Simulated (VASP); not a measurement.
# Mo in VASP: further runs

The runs below take Mo through single point, with LDA.

Everything below comes from runs of VASP 6.6.1. Logs are shortened: lines on timing, memory, paths and dates and some standing lists are left out, and cuts for length are marked.

**1. The cell of the first run**

The cell holds a slab with vacuum, 5 atoms: a = 3.115 Å, b = 3.115 Å, c = 18.230 Å, α = 90.00°, β = 90.00°, γ = 90.00°.

**2. Single point, LDA**

The input, INCAR:

```
  PREC = Accurate
  ENCUT = 520
  EDIFF = 1E-6
  ISMEAR = 1
  SIGMA = 0.1
  LREAL = False
  LASPH = True
  NELM = 60
  ALGO = Normal
  ISIF = 2
  LWAVE = False
  LCHARG = False
  NBANDS = 43
```

The input, KPOINTS:

```
Automatic mesh
0
Gamma
  16 16 1
```

The input, POSCAR:

```
Mo
1.0
    3.1150000000      0.0000000000      0.0000000000
    0.0000000000      3.1150000000      0.0000000000
    0.0000000000      0.0000000000     18.2300000000
Mo
5
Direct
    0.0000000000      0.0000000000      0.3291278113
    0.5000000000      0.5000000000      0.4145639057
    0.0000000000      0.0000000000      0.5000000000
    0.5000000000      0.5000000000      0.5854360943
    0.0000000000      0.0000000000      0.6708721887
```

Potentials or basis: VASP PAW LDA potentials, release 64 (Mo_sv).

Command:

```console
> cat potpaw_LDA.64/Mo_sv/POTCAR > POTCAR
> mpirun -np 1 vasp_std > vasp.out
```

OUTCAR:

```text
PREC = Accurate
   ENCUT = 520
   EDIFF = 1E-6
   ISMEAR = 1
   LREAL = False
   LASPH = True
   NELM = 60
   ISIF = 2

 ion  position               nearest neighbor table
   1  0.000  0.000  0.329-   2 2.70   2 2.70   2 2.70   2 2.70   3 3.12
   2  0.500  0.500  0.415-   3 2.70   3 2.70   3 2.70   3 2.70   1 2.70   1 2.70   1 2.70   1 2.70
                             4 3.11
   3  0.000  0.000  0.500-   2 2.70   4 2.70   2 2.70   4 2.70   2 2.70   4 2.70   2 2.70   4 2.70
                             1 3.12   5 3.12
   4  0.500  0.500  0.585-   3 2.70   3 2.70   3 2.70   3 2.70   5 2.70   5 2.70   5 2.70   5 2.70
                             2 3.11
   5  0.000  0.000  0.671-   4 2.70   4 2.70   4 2.70   4 2.70   3 3.12

  LATTYP: Found a simple tetragonal cell.
 ALAT       =     3.1150000000
 C/A-ratio  =     5.8523274478

  Lattice vectors:

 A1 = (   3.1150000000,   0.0000000000,   0.0000000000)
 A2 = (   0.0000000000,   3.1150000000,   0.0000000000)
 A3 = (   0.0000000000,   0.0000000000,  18.2300000000)

Analysis of symmetry for initial positions (statically):
=====================================================================
 Subroutine PRICEL returns:
 Original cell was already a primitive cell.

 Routine SETGRP: Setting up the symmetry group for a
 simple tetragonal supercell.

 Subroutine GETGRP returns: Found 16 space group operations
 (whereof 16 operations were pure point group operations)
 out of a pool of 16 trial point group operations.

The static configuration has the point symmetry D_4h.

Analysis of symmetry for dynamics (positions and initial velocities):
=====================================================================
 Subroutine PRICEL returns:
 Original cell was already a primitive cell.

 Routine SETGRP: Setting up the symmetry group for a
 simple tetragonal supercell.

 Subroutine GETGRP returns: Found 16 space group operations
 (whereof 16 operations were pure point group operations)
 out of a pool of 16 trial point group operations.

The dynamic configuration has the point symmetry D_4h.

 Subroutine INISYM returns: Found 16 space group operations
 (whereof 16 operations are pure point group operations),
 and found     1 'primitive' translations

----------------------------------------------------------------------------------------

                                     Primitive cell

  volume of cell :     176.8898

  direct lattice vectors                    reciprocal lattice vectors
     3.115000000  0.000000000  0.000000000     0.321027287  0.000000000  0.000000000
     0.000000000  3.115000000  0.000000000     0.000000000  0.321027287  0.000000000
     0.000000000  0.000000000 18.230000000     0.000000000  0.000000000  0.054854635

  length of vectors
     3.115000000  3.115000000 18.230000000     0.321027287  0.321027287  0.054854635

  position of ions in fractional coordinates (direct lattice)
     0.000000000  0.000000000  0.329127811
     0.500000000  0.500000000  0.414563906
     0.000000000  0.000000000  0.500000000
     0.500000000  0.500000000  0.585436094
     0.000000000  0.000000000  0.670872189

  ion indices of the primitive-cell ions
   primitive index   ion index
                 1           1
                 2           2
                 3           3
                 4           4
                 5           5

----------------------------------------------------------------------------------------

 KPOINTS: Automatic mesh

Automatic generation of k-mesh.
 Grid dimensions read from file:
 generate k-points for:   16   16    1

 Generating k-lattice:

  Cartesian coordinates                     Fractional coordinates (reciprocal lattice)
     0.020064205  0.000000000  0.000000000     0.062500000  0.000000000  0.000000000
     0.000000000  0.020064205  0.000000000     0.000000000  0.062500000  0.000000000
     0.000000000  0.000000000  0.054854635     0.000000000  0.000000000  1.000000000

  Length of vectors
     0.020064205  0.020064205  0.054854635

  Shift w.r.t. Gamma in fractional coordinates (k-lattice)
     0.000000000  0.000000000  0.000000000

 Subroutine IBZKPT returns following result:
 ===========================================

 Found     45 irreducible k-points:

 Following reciprocal coordinates:
            Coordinates               Weight
  0.000000  0.000000  0.000000      1.000000
  0.062500  0.000000  0.000000      4.000000
  0.125000  0.000000  0.000000      4.000000
  0.187500  0.000000  0.000000      4.000000
  0.250000  0.000000  0.000000      4.000000
  0.312500  0.000000  0.000000      4.000000
[... 16 lines left out ...]
  0.437500  0.125000  0.000000      8.000000
  0.500000  0.125000  0.000000      4.000000
 [... further k-points ...]
   k-points           NKPTS =     45   k-points in BZ     NKDIM =     45   number of bands    NBANDS=     43
   number of dos      NEDOS =    301   number of ions     NIONS =      5
   total plane-waves  NPLWV =  80640
   dimension x,y,z NGX =    24 NGY =   24 NGZ =  140
   dimension x,y,z NGXF=    48 NGYF=   48 NGZF=  280
   ions per type =               5
   NGX,Y,Z   is equivalent  to a cutoff of  12.81, 12.81, 12.77 a.u.
   NGXF,Y,Z  is equivalent  to a cutoff of  25.62, 25.62, 25.53 a.u.
 SYSTEM =  unknown system
   PREC   = accura    normal or accurate (medium, high low for compatibility)
   ISTART =      0    job   : 0-new  1-cont  2-samecut
   ICHARG =      2    charge: 1-file 2-atom 10-const
   ISPIN  =      1    spin polarized calculation?
   LNONCOLLINEAR =      F non collinear calculations
   LSORBIT =      F    spin-orbit coupling
   LASPH  =      T    aspherical Exc in radial PAW
   ENCUT  =  520.0 eV  38.22 Ry    6.18 a.u.   5.79  5.79 33.90*2*pi/ulx,y,z
   NELM   =     60;   NELMIN=  2; NELMDL= -5     # of ELM steps
   EDIFF  = 0.1E-05   stopping-criterion for ELM
   LREAL  =      F    real-space projection
   EDIFFG = 0.1E-04   stopping-criterion for IOM
   NSW    =      0    number of steps for IOM
   IBRION =     -1    ionic relax: 0-MD 1-quasi-New 2-CG
   NFREE  =      0    steps in history (QN), initial steepest desc. (CG)
   ISIF   =      2    stress and relaxation
   ISYM   =      2    0-nonsym 1-usesym 2-fastsym
   POTIM  = 0.5000    time-step for ionic-motion
   TEBEG  =    0.0;   TEEND  =   0.0 temperature during run
   PSTRESS=    0.0 pullay stress
   NELECT =      70.0000    total number of electrons
   NUPDOWN=      -1.0000    fix difference up-down
   EMIN   =  10.00;   EMAX   =-10.00  energy-range for DOS
   EFERMI =   0.00;   METHOD = LEGACY
   ISMEAR =     1;   SIGMA  =   0.10  broadening in eV -4-tet -1-fermi 0-gaus
   EFERMI_NEDOS =   21; number of points for ismear=-14 and -15
   IALGO  =     38    algorithm
   IMIX   =      4    mixing-type and parameters
     AMIX     =   0.40;   BMIX     =  1.00
     AMIX_MAG =   1.60;   BMIX_MAG =  1.00
  volume/ion in A,a.u.               =      35.38       238.74
  Fermi-wavevector in a.u.,A,eV,Ry     =   1.201914  2.271287 19.654926  1.444596
  Thomas-Fermi vector in A             =   2.337709
   LORBIT       =      0    0 simple, 1 ext, 2 COOP (PROOUT), +10 PAW based schemes
   GGA     = CA    functional components
   LHFCALC =     F    Hartree Fock is set to
   AEXX    =    0.0000 exact exchange contribution
   IVDW    =     0    specifies the selected vdW correction
   LEPSILON=     F    determine dielectric tensor
   LRPA    =     F    only Hartree local field effects (RPA)
 non-spin polarized calculation
 Methfessel and Paxton  Order N= 1 SIGMA  =   0.10
  energy-cutoff  :      520.00
  volume of cell :      176.89
 maximum number of plane-waves:      4808
 NGX is ok and might be reduce to    24
   NGX = 11   NGY = 11   NGZ = 67

 number of electron      69.9999985 magnetization

 Free energy of the ion-electron system (eV)
  ---------------------------------------------------
  ext. energy  EPLUGINS =         0.00000000
  ---------------------------------------------------
  free energy    TOTEN  =       -55.80206220 eV

  energy without entropy =      -55.80037603  energy(sigma->0) =      -55.80150014

 E-fermi :   3.1484     XC(G=0):  -7.2790

 val. band max:        3.1426568065   @ k =   0.3125   0.3125   0.0000
 cond. band min:       3.1539637631   @ k =   0.0000   0.0000   0.0000
 fundamental gap:      0.0113069565
 Fermi energy:         3.1484416615

 k-point     1 :       0.0000    0.0000    0.0000
  band No.  band energies     occupation
      1     -57.7229      2.00000
      2     -57.4680      2.00000
      3     -57.3822      2.00000
      4     -57.1922      2.00000
      5     -57.1679      2.00000
      6     -32.1837      2.00000
[... 35 lines left out ...]
     42       4.6597     -0.00000
     43       4.6597     -0.00000

 k-point     2 :       0.0625    0.0000    0.0000
  band No.  band energies     occupation
      1     -57.7185      2.00000
      2     -57.4647      2.00000
      3     -57.3813      2.00000
      4     -57.1937      2.00000
      5     -57.1706      2.00000
      6     -32.1936      2.00000
[... 35 lines left out ...]
     42       4.6343     -0.00000
     43       5.0784     -0.00000

 k-point     3 :       0.1250    0.0000    0.0000
  band No.  band energies     occupation
      1     -57.7056      2.00000
      2     -57.4552      2.00000
      3     -57.3789      2.00000
      4     -57.1980      2.00000
      5     -57.1785      2.00000
      6     -32.2274      2.00000
[... 35 lines left out ...]
     42       4.5944     -0.00000
     43       5.1277     -0.00000

 k-point     4 :       0.1875    0.0000    0.0000
  band No.  band energies     occupation
      1     -57.6854      2.00000
      2     -57.4402      2.00000
      3     -57.3754      2.00000
      4     -57.2052      2.00000
      5     -57.1912      2.00000
      6     -32.2875      2.00000
[... 863 lines left out ...]
     42       4.7773     -0.00000
     43       5.2607      0.00000

 k-point    23 :       0.4375    0.1250    0.0000
  band No.  band energies     occupation
      1     -57.5818      2.00000
      2     -57.3612      2.00000
      3     -57.3543      2.00000
      4     -57.2532      2.00000
      5     -57.2525      2.00000
      6     -32.4877      2.00000
[... 35 lines left out ...]
     42       4.9373     -0.00000
     43       5.4667      0.00000

 k-point    24 :       0.5000    0.1250    0.0000
  band No.  band energies     occupation
      1     -57.5755      2.00000
      2     -57.3610      2.00000
      3     -57.3476      2.00000
      4     -57.2574      2.00000
      5     -57.2571      2.00000
      6     -32.5001      2.00000
[... 35 lines left out ...]
     42       4.9560     -0.00000
     43       5.6232      0.00000

 [... further k-points ...]

------------------------ aborting loop because EDIFF is reached ----------------------------------------

  FORCE on cell =-STRESS in cart. coord.  units (eV):
  Direction    XX          YY          ZZ          XY          YZ          ZX
  --------------------------------------------------------------------------------------
  -------------------------------------------------------------------------------------
  Total       -8.6754862     -8.6754862     -5.0360563      0.0000000      0.0000000      0.0000000
  in kB      -78.5781201    -78.5781201    -45.6140245      0.0000000      0.0000000      0.0000000
  external PRESSURE =     -67.5900882 kB  Pullay stress =       0.0000000 kB

 VOLUME and BASIS-vectors are now :
 -----------------------------------------------------------------------------
  energy-cutoff  :      520.00
  volume of cell :      176.89
      direct lattice vectors                 reciprocal lattice vectors
     3.115000000  0.000000000  0.000000000     0.321027287  0.000000000  0.000000000
     0.000000000  3.115000000  0.000000000     0.000000000  0.321027287  0.000000000
     0.000000000  0.000000000 18.230000000     0.000000000  0.000000000  0.054854635

 POSITION                                       TOTAL-FORCE (eV/Angst)
 -----------------------------------------------------------------------------------
      0.00000      0.00000      6.00000        -0.000000      0.000000      1.423961
      1.55750      1.55750      7.55750         0.000000     -0.000000     -1.241897
      0.00000      0.00000      9.11500        -0.000000      0.000000      0.000000
      1.55750      1.55750     10.67250        -0.000000     -0.000000      1.241897
      0.00000      0.00000     12.23000         0.000000      0.000000     -1.423961
 -----------------------------------------------------------------------------------
    total drift:                                0.000000      0.000000      0.000000

  FREE ENERGIE OF THE ION-ELECTRON SYSTEM (eV)
  ---------------------------------------------------
  free  energy   TOTEN  =       -55.8020621964 eV

  energy  without entropy=      -55.8003760260  energy(sigma->0) =      -55.80150014
```

It took 5.9 min on 1 thread of Intel Xeon Platinum 8488C (Sapphire Rapids), shared host; peak memory 0.36 GiB.

Results:

* Free energy: -55.8021 eV
* Largest force: 1.424 eV/Å
* Band gap on the k mesh: zero (bands 35 and 36 overlap by 1.86 eV)

Forces in eV/Å, atoms in the order of the input:
```
Mo   0.000  0.000  1.424
Mo   0.000  0.000 -1.242
Mo   0.000  0.000  0.000
Mo   0.000  0.000  1.242
Mo   0.000  0.000 -1.424
```

Levels at points of the mesh, in eV from the Fermi level:
| k point | band 32 | band 33 | band 34 | band 35 | band 36 | band 37 | band 38 | band 39 |
| --- | --- | --- | --- | --- | --- | --- | --- | --- |
| (0.00, 0.00, 0.00) | -0.85 | -0.85 | -0.47 | -0.09 | -0.07 | 0.01 | 0.01 | 0.05 |
| (0.50, 0.00, 0.00) | -0.95 | -0.80 | -0.16 | -0.09 | 0.07 | 0.63 | 1.11 | 1.24 |
| (0.50, 0.50, 0.00) | -0.49 | -0.49 | 1.56 | 1.64 | 2.00 | 2.00 | 2.09 | 2.11 |

Caveat: there is no dipole correction, which matters where the two faces differ.

**3. Single point, LDA**

The input, INCAR:

```
  ALGO = Normal
  EDIFF = 1E-7
  ENCUT = 520
  ISIF = 2
  ISMEAR = 1
  LASPH = T
  LCHARG = F
  LREAL = F
  LWAVE = F
  NBANDS = 43
  NELM = 80
  PREC = Accurate
  SIGMA = 0.1
```

The input, KPOINTS:

```
k-points
0
Gamma
  16 16 1
```

The input, POSCAR:

```
Mo
1.0
    3.1150000000      0.0000000000      0.0000000000
    0.0000000000      3.1150000000      0.0000000000
    0.0000000000      0.0000000000     18.2300000000
Mo
5
Direct
    0.0000000000      0.0000000000      0.3383263669
    0.5000000000      0.5000000000      0.4129763104
    0.0000000000      0.0000000000      0.5000000000
    0.5000000000      0.5000000000      0.5870236896
    0.0000000000      0.0000000000      0.6616736331
```

Potentials or basis: VASP PAW LDA potentials, release 64 (Mo_sv).

Command:

```console
> cat potpaw_LDA.64/Mo_sv/POTCAR > POTCAR
> mpirun -np 1 vasp_std > vasp.out
```

It took 6.6 min on 1 thread of Intel Xeon Platinum 8488C (Sapphire Rapids), shared host; peak memory 0.37 GiB.

Results (log left out):

```yaml
Free_energy: -56.0864 eV
Largest_force: 0.086 eV/Å
Band_gap_on_the_k_mesh: zero (bands 35 and 36 overlap by 1.76 eV)
```

Forces on the atoms (eV/Å):
```
Mo   0.000  0.000 -0.086
Mo   0.000  0.000  0.012
Mo   0.000  0.000  0.000
Mo   0.000  0.000 -0.012
Mo   0.000  0.000  0.086
```

Levels at points of the mesh, in eV from the Fermi level:
```csv
k point,band 31,band 32,band 33,band 34,band 35,band 36,band 37,band 38,band 39,band 40
"(0.00, 0.00, 0.00)",-1.36,-0.82,-0.82,-0.70,-0.15,-0.15,-0.07,-0.07,0.06,1.15
"(0.50, 0.00, 0.00)",-1.84,-1.19,-0.92,-0.26,0.12,0.52,0.99,1.20,1.30,1.74
"(0.50, 0.50, 0.00)",-2.01,-0.76,-0.76,1.33,1.53,1.85,1.85,1.95,2.27,2.32
```

Caveat: there is no dipole correction, which matters where the two faces differ.
